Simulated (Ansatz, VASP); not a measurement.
**One calculation of BC5, two programs**

```
B C
1.0
     2.55155    0.00000    0.00000
    -1.27578    2.20971    0.00000
     0.00000    0.00000    6.39966
B C
1 5
Cartesian
  0.0000 1.4731 0.0486
  0.0000 1.4731 1.6608
  1.2758 0.7366 2.1697
  0.0000 0.0000 4.2530
  1.2758 0.7366 3.7205
  0.0000 0.0000 5.7529
```

Alike in both runs: task single point; functional BLYP; k mesh 11 × 11 × 4; occupations gaussian, width 0.1 eV; no spin polarisation.

|  | VASP | Ansatz |
| --- | --- | --- |
| version | VASP 6.6.1 | Ansatz 0.2.0 |
| potentials or method | VASP PAW PBE potentials, release 64 (B, C), cutoff 520 eV | plane waves, PAW |
| valence electrons in the cell | 23 | 23 |

```tsv
	VASP	Ansatz	Ansatz less VASP
pressure (GPa)	8.2	7.6	-0.62
traceless stress, the component that is largest in VASP (GPa)	-1.21	-1.23	-0.024
rms of the force components (eV/Å)	0.065	0.060	-0.0043
```

VASP's potentials were made for PBE, not for BLYP. Atom by atom the forces differ by 0.010 eV/Å (rms over components). The functional is the same, so the differences come from potentials, cutoffs and numerics.
